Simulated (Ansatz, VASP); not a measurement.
**Ir: VASP beside Ansatz**

File INCAR:

```
PREC = Accurate
ENCUT = 560
EDIFF = 1E-6
ISMEAR = 0
SIGMA = 0.1
LREAL = F
LASPH = T
NELM = 120
ALGO = Normal
ISIF = 2
LWAVE = F
LCHARG = F
GGA = PS
NBANDS = 32
GGA_COMPAT = F
```

Contents of KPOINTS:

```
Automatic mesh
0
Gamma
  6 6 4
```

The input POSCAR:

```
Ir
1.0
    3.5455382034      0.0000000000      0.0000000000
   -1.7727691017      3.0705261543      0.0000000000
    0.0000000000      0.0000000000      4.0225317782
Ir
3
Direct
    0.2254000000      0.0000000000      0.3333333333
    0.0000000000      0.2254000000      0.6666666667
    0.7746000000      0.7746000000      0.0000000000
```

Input for Ansatz:

```yaml
crystal:
  lattice:
    - [3.5455382034, 0.0, 0.0]
    - [-1.7727691017, 3.0705261543, 0.0]
    - [0.0, 0.0, 4.0225317782]
  atoms:
    - { symbol: Ir, position: [0.2254, 0.0, 0.3333333333] }
    - { symbol: Ir, position: [0.0, 0.2254, 0.6666666667] }
    - { symbol: Ir, position: [0.7746, 0.7746, 0.0] }
basis:
  ecutwfc: 420
kpoints:
  mp_grid: { grid: [6, 6, 4] }
hamiltonian:
  xc: pbesol
scf:
  occupations: { method: gaussian, width: 0.1 }
  lower_state_search: "off"
output:
  forces: true
  stress: true
  eigenvalues: true
```

Alike in both runs: task single point; functional PBEsol; k mesh 6 × 6 × 4; occupations gaussian, width 0.1 eV; no spin polarisation.

```csv
,VASP,Ansatz
version,VASP 6.6.1,Ansatz 0.2.0
potentials or method,"VASP PAW PBE potentials, release 64 (Ir_sv_GW), cutoff 560 eV","scalar-relativistic, plane waves, PAW"
valence electrons in the cell,51,51
```

Ansatz gave:

| Property | Result |
| --- | --- |
| gap on the k mesh at the Fermi level (eV) | none |
| rms of the force components (eV/Å) | 16.643 |

Task: What did VASP give for the same quantities?

Result: gap on the k mesh at the Fermi level (eV): none; rms of the force components (eV/Å): 16.893.

VASP's potentials were made for PBE, not for PBEsol. Atom by atom the forces differ by 0.251 eV/Å (rms over components). A gap of «none» marks a metal or a gap that the smearing closes.

The k mesh is coarse, so the values compare programs but aren't converged. Neither program's run includes spin-orbit coupling.
